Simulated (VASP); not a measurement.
Crystal: KI.

```
I K
1.0
     0.00000    3.53277    3.53277
     3.53277    0.00000    3.53277
     3.53277    3.53277    0.00000
I K
1 1
Cartesian
  3.5328 3.5328 3.5328
  0.0000 0.0000 0.0000
```

Base run:

| Property | Result |
| --- | --- |
| Program | VASP 6.6.1 |
| Functional | PBE-based screened hybrid with 10 % exact exchange |
| Potentials or basis | VASP PAW PBE potentials, release 64 (I, K_sv) |
| Cutoff | 520 eV |
| k mesh | 4 × 4 × 4 |
| Occupations | fermi-dirac, width 0.05 eV |
| Spin | no spin polarisation |

Its results: band gap on the k mesh 4.35 eV; pressure 0.5 GPa.

Problem. The run is repeated on the same cell with these changes: functional from PBE-based screened hybrid with 10 % exact exchange to PBE; further incar settings from ALGO = Normal; EDIFF = 1e-06; NBANDS = 15 to ALGO = Normal; EDIFF = 1e-07; NBANDS = 15. What comes out?

Solution. Band gap on the k mesh 3.96 eV; pressure 0.6 GPa.

Caveats: spin-orbit coupling is left out, which moves the levels of the heavy elements; the PAW data sets were made with another functional, which shifts forces and pressure a little (at least some runs).

